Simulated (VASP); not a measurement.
# Pb (I4/mmm) in VASP: a series of runs

The runs below take Pb through single point, with PBE.

Program: VASP 6.6.1. These are calculated values, not measurements. Logs are shortened: lines on timing, memory, paths and dates and some standing lists are left out, and cuts for length are marked.

## (1) The cell of the first run

Symmetry: I4/mmm, No. 139, tetragonal system. The conventional cell has a = 3.633 Å, b = 3.633 Å, c = 4.742 Å, α = 90.00°, β = 90.00°, γ = 90.00°. Pb (site symmetry 4/mmm) has 12 Pb at 3.50 to 3.63 Å within 4.6 Å.

## (2) Single point, PBE (strain +0.040 along x and y, -0.040 along z)

Input file INCAR:

```
SYSTEM = Pb
PREC = Accurate
ENCUT = 520
EDIFF = 1E-7
ISMEAR = 0
SIGMA = 0.15
LREAL = .False.
LASPH = .True.
NELM = 60
ALGO = Fast
ISIF = 2
LWAVE = .False.
LCHARG = .False.
GGA = PE
NBANDS = 13
```

Input file KPOINTS:

```
Automatic mesh
0
Gamma
  16 16 16
  0 0 0
```

Input file POSCAR:

```
Pb
1.0
    0.0000000000      2.5685920000      2.3710080000
    2.5685920000      0.0000000000      2.3710080000
    2.5685920000      2.5685920000      0.0000000000
Pb
1
Direct
    0.0000000000      0.0000000000      0.0000000000
```

Potentials or basis: VASP PAW PBE potentials, release 64 (Pb_d).

Command:

```bash
$ cat potpaw_PBE.64/Pb_d/POTCAR > POTCAR
$ mpirun -np 1 vasp_std > vasp.out
```

OUTCAR:

```text
SYSTEM = Pb
   PREC = Accurate
   ENCUT = 520
   EDIFF = 1E-7
   ISMEAR = 0
   LREAL = .False.
   LASPH = .True.
   NELM = 60
   ISIF = 2
   GGA = PE

 ion  position               nearest neighbor table
   1  0.000  0.000  0.000-

  LATTYP: Found a body centered tetragonal cell.
 ALAT       =     3.6325376426
 C/A-ratio  =     1.3054279037

  Lattice vectors:

 A1 = (   0.0000000000,  -2.5685920000,  -2.3710080000)
 A2 = (   0.0000000000,   2.5685920000,  -2.3710080000)
 A3 = (   2.5685920000,   0.0000000000,   2.3710080000)

Analysis of symmetry for initial positions (statically):
=====================================================================
 Subroutine PRICEL returns:
 Original cell was already a primitive cell.

 Routine SETGRP: Setting up the symmetry group for a
 body centered tetragonal supercell.

 Subroutine GETGRP returns: Found 16 space group operations
 (whereof 16 operations were pure point group operations)
 out of a pool of 16 trial point group operations.

The static configuration has the point symmetry D_4h.

Analysis of symmetry for dynamics (positions and initial velocities):
=====================================================================
 Subroutine PRICEL returns:
 Original cell was already a primitive cell.

 Routine SETGRP: Setting up the symmetry group for a
 body centered tetragonal supercell.

 Subroutine GETGRP returns: Found 16 space group operations
 (whereof 16 operations were pure point group operations)
 out of a pool of 16 trial point group operations.

The dynamic configuration has the point symmetry D_4h.

 Subroutine INISYM returns: Found 16 space group operations
 (whereof 16 operations are pure point group operations),
 and found     1 'primitive' translations

----------------------------------------------------------------------------------------

                                     Primitive cell

  volume of cell :      31.2862

  direct lattice vectors                    reciprocal lattice vectors
     0.000000000  2.568592000  2.371008000    -0.194659175  0.194659175  0.210880773
     2.568592000  0.000000000  2.371008000     0.194659175 -0.194659175  0.210880773
     2.568592000  2.568592000  0.000000000     0.194659175  0.194659175 -0.210880773

  length of vectors
     3.495617799  3.495617799  3.632537643     0.346778156  0.346778156  0.346778156

  position of ions in fractional coordinates (direct lattice)
     0.000000000  0.000000000  0.000000000

  ion indices of the primitive-cell ions
   primitive index   ion index
                 1           1

----------------------------------------------------------------------------------------

 KPOINTS: Automatic mesh

Automatic generation of k-mesh.
 Grid dimensions read from file:
 generate k-points for:   16   16   16

 Generating k-lattice:

  Cartesian coordinates                     Fractional coordinates (reciprocal lattice)
    -0.012166198  0.012166198  0.013180048     0.062500000 -0.000000000  0.000000000
     0.012166198 -0.012166198  0.013180048    -0.000000000  0.062500000  0.000000000
     0.012166198  0.012166198 -0.013180048     0.000000000  0.000000000  0.062500000

  Length of vectors
     0.021673635  0.021673635  0.021673635

  Shift w.r.t. Gamma in fractional coordinates (k-lattice)
     0.000000000  0.000000000  0.000000000

 Subroutine IBZKPT returns following result:
 ===========================================

 Found    349 irreducible k-points:

 Following reciprocal coordinates:
            Coordinates               Weight
  0.000000  0.000000  0.000000      1.000000
  0.062500  0.000000  0.000000      8.000000
  0.125000  0.000000  0.000000      8.000000
  0.187500  0.000000  0.000000      8.000000
  0.250000  0.000000  0.000000      8.000000
  0.312500  0.000000  0.000000      8.000000
[... 16 lines left out ...]
 -0.125000  0.062500  0.000000      8.000000
 -0.062500  0.062500  0.000000      4.000000
 [... further k-points ...]
   k-points           NKPTS =    349   k-points in BZ     NKDIM =    349   number of bands    NBANDS=     13
   number of dos      NEDOS =    301   number of ions     NIONS =      1
   total plane-waves  NPLWV =  21952
   dimension x,y,z NGX =    28 NGY =   28 NGZ =   28
   dimension x,y,z NGXF=    56 NGYF=   56 NGZF=   56
   ions per type =               1
   NGX,Y,Z   is equivalent  to a cutoff of  13.32, 13.32, 12.81 a.u.
   NGXF,Y,Z  is equivalent  to a cutoff of  26.63, 26.63, 25.63 a.u.
 SYSTEM =  Pb
   PREC   = accura    normal or accurate (medium, high low for compatibility)
   ISTART =      0    job   : 0-new  1-cont  2-samecut
   ICHARG =      2    charge: 1-file 2-atom 10-const
   ISPIN  =      1    spin polarized calculation?
   LNONCOLLINEAR =      F non collinear calculations
   LSORBIT =      F    spin-orbit coupling
   LASPH  =      T    aspherical Exc in radial PAW
   ENCUT  =  520.0 eV  38.22 Ry    6.18 a.u.   6.50  6.50  6.75*2*pi/ulx,y,z
   NELM   =     60;   NELMIN=  2; NELMDL= -5     # of ELM steps
   EDIFF  = 0.1E-06   stopping-criterion for ELM
   LREAL  =      F    real-space projection
   EDIFFG = 0.1E-05   stopping-criterion for IOM
   NSW    =      0    number of steps for IOM
   IBRION =     -1    ionic relax: 0-MD 1-quasi-New 2-CG
   NFREE  =      0    steps in history (QN), initial steepest desc. (CG)
   ISIF   =      2    stress and relaxation
   ISYM   =      2    0-nonsym 1-usesym 2-fastsym
   POTIM  = 0.5000    time-step for ionic-motion
   TEBEG  =    0.0;   TEEND  =   0.0 temperature during run
   PSTRESS=    0.0 pullay stress
   NELECT =      14.0000    total number of electrons
   NUPDOWN=      -1.0000    fix difference up-down
   EMIN   =  10.00;   EMAX   =-10.00  energy-range for DOS
   EFERMI =   0.00;   METHOD = LEGACY
   ISMEAR =     0;   SIGMA  =   0.15  broadening in eV -4-tet -1-fermi 0-gaus
   EFERMI_NEDOS =   21; number of points for ismear=-14 and -15
   IALGO  =     68    algorithm
   IMIX   =      4    mixing-type and parameters
     AMIX     =   0.40;   BMIX     =  1.00
     AMIX_MAG =   1.60;   BMIX_MAG =  1.00
  volume/ion in A,a.u.               =      31.29       211.13
  Fermi-wavevector in a.u.,A,eV,Ry     =   1.252179  2.366275 21.333286  1.567952
  Thomas-Fermi vector in A             =   2.386092
   LORBIT       =      0    0 simple, 1 ext, 2 COOP (PROOUT), +10 PAW based schemes
   GGA     = PE    functional components
   LHFCALC =     F    Hartree Fock is set to
   AEXX    =    0.0000 exact exchange contribution
   IVDW    =     0    specifies the selected vdW correction
   LEPSILON=     F    determine dielectric tensor
   LRPA    =     F    only Hartree local field effects (RPA)
 non-spin polarized calculation
 RMM-DIIS sequential band-by-band and
 Gauss-broadening in eV      SIGMA  =   0.15
  energy-cutoff  :      520.00
  volume of cell :       31.29
 maximum number of plane-waves:       869
 NGX is ok and might be reduce to    28
   NGX = 13   NGY = 13   NGZ = 13

 number of electron      14.0000003 magnetization

 Free energy of the ion-electron system (eV)
  ---------------------------------------------------
  ext. energy  EPLUGINS =         0.00000000
  ---------------------------------------------------
  free energy    TOTEN  =        -3.55874228 eV

  energy without entropy =       -3.55156245  energy(sigma->0) =       -3.55515237

 E-fermi :   6.9721     XC(G=0): -10.0357

 val. band max:        6.9604847400   @ k =  -0.4375   0.0625   0.3750
 cond. band min:       6.9730655799   @ k =  -0.4375   0.3750   0.0625
 fundamental gap:      0.0125808399
 Fermi energy:         6.9721290533

 k-point     1 :       0.0000    0.0000    0.0000
  band No.  band energies     occupation
      1     -10.1437      2.00000
      2     -10.1437      2.00000
      3     -10.0627      2.00000
      4     -10.0325      2.00000
      5      -9.9546      2.00000
      6      -4.6116      2.00000
      7      14.0191      0.00000
      8      14.1734      0.00000
      9      14.1734      0.00000
     10      16.7445      0.00000
     11      17.9080      0.00000
     12      19.2037      0.00000
     13      19.2046      0.00000

 k-point     2 :       0.0625    0.0000    0.0000
  band No.  band energies     occupation
      1     -10.1407      2.00000
      2     -10.1381      2.00000
      3     -10.0609      2.00000
      4     -10.0314      2.00000
      5      -9.9561      2.00000
      6      -4.5386      2.00000
      7      13.1859      0.00000
      8      14.0190      0.00000
      9      14.0399      0.00000
     10      16.5250      0.00000
     11      18.3730      0.00000
     12      19.3800      0.00000
     13      19.4331      0.00000

 k-point     3 :       0.1250    0.0000    0.0000
  band No.  band energies     occupation
      1     -10.1340      2.00000
      2     -10.1256      2.00000
      3     -10.0561      2.00000
      4     -10.0247      2.00000
      5      -9.9594      2.00000
      6      -4.3197      2.00000
      7      11.4015      0.00000
      8      13.6944      0.00000
      9      13.8461      0.00000
     10      16.2242      0.00000
     11      19.0949      0.00000
     12      19.2938      0.00000
     13      19.4299      0.00000
[... 305 lines left out ...]
 k-point    23 :      -0.1250    0.0625    0.0000
  band No.  band energies     occupation
      1     -10.1377      2.00000
      2     -10.1167      2.00000
      3     -10.0437      2.00000
      4     -10.0326      2.00000
      5      -9.9516      2.00000
      6      -4.1711      2.00000
      7      10.8961      0.00000
      8      12.7208      0.00000
      9      13.9631      0.00000
     10      16.4491      0.00000
     11      18.2302      0.00000
     12      18.8709      0.00000
     13      19.1118      0.00000

 k-point    24 :      -0.0625    0.0625    0.0000
  band No.  band energies     occupation
      1     -10.1420      2.00000
      2     -10.1312      2.00000
      3     -10.0510      2.00000
      4     -10.0348      2.00000
      5      -9.9540      2.00000
      6      -4.4276      2.00000
      7      12.5455      0.00000
      8      13.1934      0.00000
      9      14.1589      0.00000
     10      16.4995      0.00000
     11      18.5997      0.00000
     12      19.1341      0.00000
     13      19.2835      0.00000

 [... further k-points ...]
[... 5 lines left out ...]
  --------------------------------------------------------------------------------------
  -------------------------------------------------------------------------------------
  Total        0.0876801      0.0876801      0.2975473      0.0000000     -0.0000000     -0.0000000
  in kB        4.4901226      4.4901226     15.2374886      0.0000000     -0.0000000     -0.0000000
  external PRESSURE =       8.0725780 kB  Pullay stress =       0.0000000 kB

 VOLUME and BASIS-vectors are now :
 -----------------------------------------------------------------------------
  energy-cutoff  :      520.00
  volume of cell :       31.29
      direct lattice vectors                 reciprocal lattice vectors
     0.000000000  2.568592000  2.371008000    -0.194659175  0.194659175  0.210880773
     2.568592000  0.000000000  2.371008000     0.194659175 -0.194659175  0.210880773
     2.568592000  2.568592000  0.000000000     0.194659175  0.194659175 -0.210880773

 POSITION                                       TOTAL-FORCE (eV/Angst)
 -----------------------------------------------------------------------------------
      0.00000      0.00000      0.00000         0.000000     -0.000000     -0.000000
 -----------------------------------------------------------------------------------
    total drift:                                0.000000     -0.000000     -0.000000

  FREE ENERGIE OF THE ION-ELECTRON SYSTEM (eV)
  ---------------------------------------------------
  free  energy   TOTEN  =        -3.5587422761 eV

  energy  without entropy=       -3.5515624545  energy(sigma->0) =       -3.55515237
```

Run time: 2.1 min. Hardware: 1 thread of Intel Xeon 6975P-C, shared host; peak memory 0.26 GiB.

Results:

| Item | Value |
| --- | --- |
| Free energy | -3.5587 eV |
| Pressure | 0.8 GPa |
| Band gap on the k mesh | zero (band 7 reaches 14.02 eV, above the bottom of band 8 at 5.21 eV) |

Stress tensor (GPa, compression positive):
```
0.45 0.00 0.00
0.00 0.45 0.00
0.00 0.00 1.52
```

Levels at points of the mesh, in eV from the Fermi level:
```
           k point  band 4  band 5  band 6  band 7  band 8  band 9  band 10  band 11
(0.00, 0.00, 0.00)  -17.00  -16.93  -11.58    7.05    7.20    7.20     9.77    10.94
(0.50, 0.00, 0.00)  -16.86  -16.82   -8.13   -4.08    4.77    5.81     8.86     9.47
(0.50, 0.50, 0.00)  -16.80  -16.80   -6.27   -2.72    1.37    1.37     4.75     5.98
(0.50, 0.00, 0.50)  -16.84  -16.78   -7.07   -3.39    2.09    2.58     5.58     6.85
```

Caveat: the cell differs from its parent crystal (strain +0.040 along x and y, -0.040 along z); spin-orbit coupling is left out, which moves the levels of the heavy elements.

## (3) Single point, PBE (strain +0.080 along x and y, -0.080 along z)

Input file INCAR:

```
SYSTEM = Pb
PREC = Accurate
ENCUT = 520
EDIFF = 1E-6
ISMEAR = 0
SIGMA = 0.15
LREAL = .FALSE.
LASPH = .TRUE.
NELM = 80
ALGO = Fast
ISIF = 2
LWAVE = .FALSE.
LCHARG = .TRUE.
GGA = PE
LELF = .TRUE.
LVHAR = .TRUE.
NBANDS = 13
```

Input file KPOINTS:

```
Automatic mesh
0
G
  16 16 16
  0 0 0
```

Input file POSCAR:

```
Pb
1.0
    0.0000000000      2.6673840000      2.2722160000
    2.6673840000      0.0000000000      2.2722160000
    2.6673840000      2.6673840000      0.0000000000
Pb
1
Direct
    0.0000000000      0.0000000000      0.0000000000
```

Potentials or basis: VASP PAW PBE potentials, release 64 (Pb_d).

Command:

```bash
$ cat potpaw_PBE.64/Pb_d/POTCAR > POTCAR
$ mpirun -np 1 vasp_std > vasp.out
```

Run time: 1.9 min. Hardware: 1 thread of Intel Xeon 6975P-C, shared host; peak memory 0.26 GiB.

Results (log left out):

| Quantity | Value |
| --- | --- |
| Free energy | -3.5502 eV |
| Pressure | -0.4 GPa |
| Band gap on the k mesh | zero (band 7 reaches 13.38 eV, above the bottom of band 8 at 4.85 eV) |

Stress tensor (GPa, compression positive):
```
-0.78  0.00  0.00
 0.00 -0.78  0.00
 0.00  0.00  0.30
```

Levels at points of the mesh, in eV from the Fermi level:
```csv
k point,band 4,band 5,band 6,band 7,band 8,band 9,band 10,band 11
"(0.00, 0.00, 0.00)",-16.96,-16.88,-11.35,6.78,7.05,7.05,9.97,10.63
"(0.50, 0.00, 0.00)",-16.86,-16.79,-8.04,-3.88,4.14,5.68,8.17,9.70
"(0.50, 0.50, 0.00)",-16.78,-16.78,-5.90,-2.03,0.82,0.82,4.39,5.45
"(0.50, 0.00, 0.50)",-16.84,-16.76,-7.32,-3.41,2.29,3.21,5.89,7.20
```

Caveat: the cell differs from its parent crystal (strain +0.080 along x and y, -0.080 along z); spin-orbit coupling is left out, which moves the levels of the heavy elements.
